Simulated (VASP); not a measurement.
# Re (P6_3/mmc) in VASP: notebook

Runs on Re. Level: PBEsol. Tasks: single point.

All numbers are computed with VASP 6.6.1; they aren't measurements. Logs are shortened: lines on timing, memory, paths and dates and some standing lists are left out, and cuts for length are marked.

**1. The cell of the first run**

It takes space group P6_3/mmc (No. 194, hexagonal). Conventional cell: a = 2.613 Å, b = 2.613 Å, c = 4.799 Å, α = 90.00°, β = 90.00°, γ = 120.00°. Re (site symmetry -6m2) has 12 Re at 2.61 to 2.83 Å within 3.4 Å.

**2. Single point, PBEsol**

The input, INCAR:

```
SYSTEM = Re
PREC     = Accurate       ! precision mode
ENCUT    = 520            ! plane-wave cutoff, eV
EDIFF    = 1E-6           ! SCF threshold, eV
ISMEAR   = 0              ! smearing method
SIGMA    = 0.15           ! smearing width, eV
LREAL    = .False.        ! projectors in reciprocal space
LASPH    = .True.         ! aspherical terms in the spheres
NELM     = 100            ! most SCF steps
ALGO     = Fast           ! electronic algorithm
ISIF     = 2              ! what is computed and relaxed
LWAVE    = .False.        ! write WAVECAR
LCHARG   = .False.        ! write CHGCAR
GGA      = PS             ! functional
NBANDS   = 14             ! bands
```

The input, KPOINTS:

```
Automatic mesh
0
Gamma
  18 18 10
  0 0 0
```

The input, POSCAR:

```
Re
1.0
    2.6128000000      0.0000000000      0.0000000000
   -1.3064000000      2.2627511750      0.0000000000
    0.0000000000      0.0000000000      4.7988000000
Re
2
Direct
    0.3333333333      0.6666666667      0.2500000000
    0.6666666667      0.3333333333      0.7500000000
```

Potentials or basis: VASP PAW PBE potentials, release 64 (Re).

Command:

```
cat potpaw_PBE.64/Re/POTCAR > POTCAR
mpirun -np 1 vasp_std > vasp.out
```

OUTCAR:

```text
SYSTEM = Re
   PREC = Accurate
   ENCUT = 520
   EDIFF = 1E-6
   ISMEAR = 0
   LREAL = .False.
   LASPH = .True.
   NELM = 100
   ISIF = 2
   GGA = PS

 ion  position               nearest neighbor table
   1  0.333  0.667  0.250-   2 2.83   2 2.83   2 2.83   2 2.83   2 2.83   2 2.83
   2  0.667  0.333  0.750-   1 2.83   1 2.83   1 2.83   1 2.83   1 2.83   1 2.83

  LATTYP: Found a hexagonal cell.
 ALAT       =     2.6128000000
 C/A-ratio  =     1.8366503368

  Lattice vectors:

 A1 = (   2.6128000000,   0.0000000000,   0.0000000000)
 A2 = (  -1.3064000000,   2.2627511750,   0.0000000000)
 A3 = (   0.0000000000,   0.0000000000,   4.7988000000)

Analysis of symmetry for initial positions (statically):
=====================================================================
 Subroutine PRICEL returns:
 Original cell was already a primitive cell.

 Routine SETGRP: Setting up the symmetry group for a
 hexagonal supercell.

 Subroutine GETGRP returns: Found 24 space group operations
 (whereof 12 operations were pure point group operations)
 out of a pool of 24 trial point group operations.

The static configuration has the point symmetry D_3d.
 The point group associated with its full space group is D_6h.

Analysis of symmetry for dynamics (positions and initial velocities):
=====================================================================
 Subroutine PRICEL returns:
 Original cell was already a primitive cell.

 Routine SETGRP: Setting up the symmetry group for a
 hexagonal supercell.

 Subroutine GETGRP returns: Found 24 space group operations
 (whereof 12 operations were pure point group operations)
 out of a pool of 24 trial point group operations.

The dynamic configuration has the point symmetry D_3d.
 The point group associated with its full space group is D_6h.

 Subroutine INISYM returns: Found 24 space group operations
 (whereof 12 operations are pure point group operations),
 and found     1 'primitive' translations

----------------------------------------------------------------------------------------

                                     Primitive cell

  volume of cell :      28.3711

  direct lattice vectors                    reciprocal lattice vectors
     2.612800000  0.000000000  0.000000000     0.382731170  0.220969944  0.000000000
    -1.306400000  2.262751175  0.000000000     0.000000000  0.441939888  0.000000000
     0.000000000  0.000000000  4.798800000     0.000000000  0.000000000  0.208385430

  length of vectors
     2.612800000  2.612800000  4.798800000     0.441939888  0.441939888  0.208385430

  position of ions in fractional coordinates (direct lattice)
     0.333333333  0.666666667  0.250000000
     0.666666667  0.333333333  0.750000000

  ion indices of the primitive-cell ions
   primitive index   ion index
                 1           1
                 2           2

----------------------------------------------------------------------------------------

 KPOINTS: Automatic mesh

Automatic generation of k-mesh.
 Grid dimensions read from file:
 generate k-points for:   18   18   10

 Generating k-lattice:

  Cartesian coordinates                     Fractional coordinates (reciprocal lattice)
     0.021262843  0.012276108  0.000000000     0.055555556 -0.000000000  0.000000000
     0.000000000  0.024552216  0.000000000     0.000000000  0.055555556  0.000000000
     0.000000000  0.000000000  0.020838543     0.000000000  0.000000000  0.100000000

  Length of vectors
     0.024552216  0.024552216  0.020838543

  Shift w.r.t. Gamma in fractional coordinates (k-lattice)
     0.000000000  0.000000000  0.000000000

 Subroutine IBZKPT returns following result:
 ===========================================

 Found    222 irreducible k-points:

 Following reciprocal coordinates:
            Coordinates               Weight
  0.000000  0.000000  0.000000      1.000000
  0.055556 -0.000000  0.000000      6.000000
  0.111111 -0.000000  0.000000      6.000000
  0.166667  0.000000  0.000000      6.000000
  0.222222  0.000000  0.000000      6.000000
  0.277778  0.000000  0.000000      6.000000
[... 16 lines left out ...]
  0.333333  0.111111  0.000000     12.000000
  0.388889  0.111111  0.000000     12.000000
 [... further k-points ...]
   k-points           NKPTS =    222   k-points in BZ     NKDIM =    222   number of bands    NBANDS=     14
   number of dos      NEDOS =    301   number of ions     NIONS =      2
   total plane-waves  NPLWV =  14400
   dimension x,y,z NGX =    20 NGY =   20 NGZ =   36
   dimension x,y,z NGXF=    40 NGYF=   40 NGZF=   72
   ions per type =               2
   NGX,Y,Z   is equivalent  to a cutoff of  12.73, 12.73, 12.47 a.u.
   NGXF,Y,Z  is equivalent  to a cutoff of  25.45, 25.45, 24.94 a.u.
 SYSTEM =  Re
   PREC   = accura    normal or accurate (medium, high low for compatibility)
   ISTART =      0    job   : 0-new  1-cont  2-samecut
   ICHARG =      2    charge: 1-file 2-atom 10-const
   ISPIN  =      1    spin polarized calculation?
   LNONCOLLINEAR =      F non collinear calculations
   LSORBIT =      F    spin-orbit coupling
   LASPH  =      T    aspherical Exc in radial PAW
   ENCUT  =  520.0 eV  38.22 Ry    6.18 a.u.   4.86  4.86  8.92*2*pi/ulx,y,z
   NELM   =    100;   NELMIN=  2; NELMDL= -5     # of ELM steps
   EDIFF  = 0.1E-05   stopping-criterion for ELM
   LREAL  =      F    real-space projection
   EDIFFG = 0.1E-04   stopping-criterion for IOM
   NSW    =      0    number of steps for IOM
   IBRION =     -1    ionic relax: 0-MD 1-quasi-New 2-CG
   NFREE  =      0    steps in history (QN), initial steepest desc. (CG)
   ISIF   =      2    stress and relaxation
   ISYM   =      2    0-nonsym 1-usesym 2-fastsym
   POTIM  = 0.5000    time-step for ionic-motion
   TEBEG  =    0.0;   TEEND  =   0.0 temperature during run
   PSTRESS=    0.0 pullay stress
   NELECT =      14.0000    total number of electrons
   NUPDOWN=      -1.0000    fix difference up-down
   EMIN   =  10.00;   EMAX   =-10.00  energy-range for DOS
   EFERMI =   0.00;   METHOD = LEGACY
   ISMEAR =     0;   SIGMA  =   0.15  broadening in eV -4-tet -1-fermi 0-gaus
   EFERMI_NEDOS =   21; number of points for ismear=-14 and -15
   IALGO  =     68    algorithm
   IMIX   =      4    mixing-type and parameters
     AMIX     =   0.40;   BMIX     =  1.00
     AMIX_MAG =   1.60;   BMIX_MAG =  1.00
  volume/ion in A,a.u.               =      14.19        95.73
  Fermi-wavevector in a.u.,A,eV,Ry     =   1.293676  2.444694 22.770690  1.673598
  Thomas-Fermi vector in A             =   2.425307
   LORBIT       =      0    0 simple, 1 ext, 2 COOP (PROOUT), +10 PAW based schemes
   GGA     = PS    functional components
   LHFCALC =     F    Hartree Fock is set to
   AEXX    =    0.0000 exact exchange contribution
   IVDW    =     0    specifies the selected vdW correction
   LEPSILON=     F    determine dielectric tensor
   LRPA    =     F    only Hartree local field effects (RPA)
 non-spin polarized calculation
 RMM-DIIS sequential band-by-band and
 Gauss-broadening in eV      SIGMA  =   0.15
  energy-cutoff  :      520.00
  volume of cell :       28.37
 maximum number of plane-waves:       780
 NGX is ok and might be reduce to    20
   NGX =  9   NGY =  9   NGZ = 17

 number of electron      13.9999999 magnetization

 Free energy of the ion-electron system (eV)
  ---------------------------------------------------
  ext. energy  EPLUGINS =         0.00000000
  ---------------------------------------------------
  free energy    TOTEN  =       -26.18533345 eV

  energy without entropy =      -26.16247789  energy(sigma->0) =      -26.17390567

 E-fermi :   8.4550     XC(G=0): -14.0048

 val. band max:        8.4534502594   @ k =   0.2222   0.0556   0.2000
 cond. band min:       8.4571210277   @ k =   0.1667   0.0000   0.0000
 fundamental gap:      0.0036707684
 Fermi energy:         8.4550179441

 k-point     1 :       0.0000    0.0000    0.0000
  band No.  band energies     occupation
      1      -1.9514      2.00000
      2       1.0042      2.00000
      3       4.9631      2.00000
      4       6.7020      2.00000
      5       6.7020      2.00000
      6       7.2401      2.00000
      7       7.2401      2.00000
      8       7.5279      2.00000
      9       9.6404      0.00000
     10       9.6404      0.00000
     11      11.8806      0.00000
     12      11.8806      0.00000
     13      16.9907      0.00000
     14      22.9980      0.00000

 k-point     2 :       0.0556   -0.0000    0.0000
  band No.  band energies     occupation
      1      -1.8033      2.00000
      2       1.1641      2.00000
      3       5.0241      2.00000
      4       6.5894      2.00000
      5       6.8441      2.00000
      6       7.1134      2.00000
      7       7.2138      2.00000
      8       7.3792      2.00000
      9       9.4115      0.00000
     10       9.5274      0.00000
     11      11.9237      0.00000
     12      12.3078      0.00000
     13      16.9654      0.00000
     14      23.3381      0.00000

 k-point     3 :       0.1111   -0.0000    0.0000
  band No.  band energies     occupation
      1      -1.3754      2.00000
      2       1.6131      2.00000
      3       5.1439      2.00000
      4       6.3444      2.00000
      5       6.4730      2.00000
      6       6.8223      2.00000
      7       7.2652      2.00000
      8       7.7908      2.00000
      9       8.8925      0.00004
     10       9.2341      0.00000
     11      12.0168      0.00000
     12      13.2704      0.00000
     13      16.8763      0.00000
     14      24.0938      0.00000
[... 324 lines left out ...]
 k-point    23 :       0.3333    0.1111    0.0000
  band No.  band energies     occupation
      1       2.2954      2.00000
      2       2.6475      2.00000
      3       2.9067      2.00000
      4       5.5996      2.00000
      5       5.9184      2.00000
      6       6.8530      2.00000
      7       7.1802      2.00000
      8      10.1197      0.00000
      9      11.5412      0.00000
     10      12.2269      0.00000
     11      13.9931      0.00000
     12      17.3815      0.00000
     13      19.4430      0.00000
     14      19.9337      0.00000

 k-point    24 :       0.3889    0.1111    0.0000
  band No.  band energies     occupation
      1       2.3349      2.00000
      2       2.5036      2.00000
      3       2.6459      2.00000
      4       5.7889      2.00000
      5       6.2109      2.00000
      6       6.8994      2.00000
      7       7.0785      2.00000
      8      11.4087      0.00000
      9      11.4856      0.00000
     10      12.5916      0.00000
     11      15.1083      0.00000
     12      17.7861      0.00000
     13      19.1711      0.00000
     14      20.0553      0.00000

 [... further k-points ...]

------------------------ aborting loop because EDIFF is reached ----------------------------------------

  FORCE on cell =-STRESS in cart. coord.  units (eV):
  Direction    XX          YY          ZZ          XY          YZ          ZX
  --------------------------------------------------------------------------------------
  -------------------------------------------------------------------------------------
  Total        7.3808985      7.3808985     -4.9871253      0.0000000      0.0000000     -0.0000000
  in kB      416.8158235    416.8158235   -281.6341057      0.0000000      0.0000000     -0.0000000
  external PRESSURE =     183.9991805 kB  Pullay stress =       0.0000000 kB

 VOLUME and BASIS-vectors are now :
 -----------------------------------------------------------------------------
  energy-cutoff  :      520.00
  volume of cell :       28.37
      direct lattice vectors                 reciprocal lattice vectors
     2.612800000  0.000000000  0.000000000     0.382731170  0.220969944  0.000000000
    -1.306400000  2.262751175  0.000000000     0.000000000  0.441939888  0.000000000
     0.000000000  0.000000000  4.798800000     0.000000000  0.000000000  0.208385430

 POSITION                                       TOTAL-FORCE (eV/Angst)
 -----------------------------------------------------------------------------------
     -0.00000      1.50850      1.19970         0.000000     -0.000000      0.000000
      1.30640      0.75425      3.59910        -0.000000      0.000000      0.000000
 -----------------------------------------------------------------------------------
    total drift:                                0.000000     -0.000000     -0.000000

  FREE ENERGIE OF THE ION-ELECTRON SYSTEM (eV)
  ---------------------------------------------------
  free  energy   TOTEN  =       -26.1853334521 eV

  energy  without entropy=      -26.1624778915  energy(sigma->0) =      -26.17390567
```

It took 35 s on 1 thread of Intel Xeon 6975P-C (Granite Rapids), shared host; peak memory 0.19 GiB.

Results:

```
Free energy            : -26.1853 eV
Pressure               : 18.4 GPa
Band gap on the k mesh : zero (bands 7 and 8 overlap by 3.13 eV)
```

Stress tensor (GPa, compression positive):
```
 41.68   0.00   0.00
  0.00  41.68   0.00
  0.00   0.00 -28.16
```

Levels at points of the mesh, in eV from the Fermi level:
```csv
k point,band 5,band 6,band 7,band 8,band 9,band 10
"(0.00, 0.00, 0.00)",-1.75,-1.21,-1.21,-0.93,1.19,1.19
"(0.50, 0.00, 0.00)",-1.67,-1.45,-1.19,3.60,5.17,5.45
"(0.00, 0.00, 0.50)",-1.68,-1.68,-1.68,-1.68,2.60,2.60
"(0.50, 0.00, 0.50)",0.72,0.72,0.85,0.85,4.39,4.39
```

Caveat: the cell stands under pressure; the PAW data sets were made with another functional, which shifts forces and pressure a little; spin-orbit coupling is left out, which moves the levels of the heavy elements.

**3. Single point, PBEsol**

This run uses another cell than the first one, of 14.14 Å³/atom.

The input, INCAR:

```
SYSTEM = Re
ALGO = Normal ; EDIFF = 1E-6
ENCUT = 520 ; GGA = PS
ISIF = 2 ; ISMEAR = 0
LASPH = .TRUE. ; LCHARG = .TRUE.
LELF = .TRUE. ; LREAL = .FALSE.
LVHAR = .TRUE. ; LWAVE = .FALSE.
NBANDS = 14 ; NELM = 60
PREC = Accurate ; SIGMA = 0.15
```

The input, KPOINTS:

```
k-points
0
G
  18 18 10
  0 0 0
```

The input, POSCAR:

```
Re
1.0
    2.6586000000      0.0000000000      0.0000000000
   -1.3293000000      2.3024151385      0.0000000000
    0.0000000000      0.0000000000      4.6210000000
Re
2
Direct
    0.3333333333      0.6666666667      0.2500000000
    0.6666666667      0.3333333333      0.7500000000
```

Potentials or basis: VASP PAW PBE potentials, release 64 (Re).

Command:

```
cat potpaw_PBE.64/Re/POTCAR > POTCAR
mpirun -np 1 vasp_std > vasp.out
```

Wall time 32 s (1 thread of Intel Xeon 6975P-C (Granite Rapids), shared host); peak memory 0.2 GiB.

The run converged. Its results:

| Item | Value |
| --- | --- |
| Free energy | -26.5383 eV |
| Pressure | 14.6 GPa |
| Band gap on the k mesh | zero (bands 7 and 8 overlap by 3.19 eV) |

Stress tensor (GPa, compression positive):
```
 28.22   0.00   0.00
  0.00  28.22   0.00
  0.00   0.00 -12.65
```

Levels at points of the mesh, in eV from the Fermi level:
```
           k point  band 5  band 6  band 7  band 8  band 9  band 10
(0.00, 0.00, 0.00)   -1.69   -1.01   -1.01   -0.24    0.79     0.79
(0.50, 0.00, 0.00)   -1.56   -1.55   -1.25    4.07    4.80     5.18
(0.00, 0.00, 0.50)   -1.68   -1.68   -1.68   -1.68    2.62     2.62
(0.50, 0.00, 0.50)    0.61    0.61    0.95    0.95    4.77     4.77
```

Caveat: the cell stands under pressure; the PAW data sets were made with another functional, which shifts forces and pressure a little; spin-orbit coupling is left out, which moves the levels of the heavy elements.
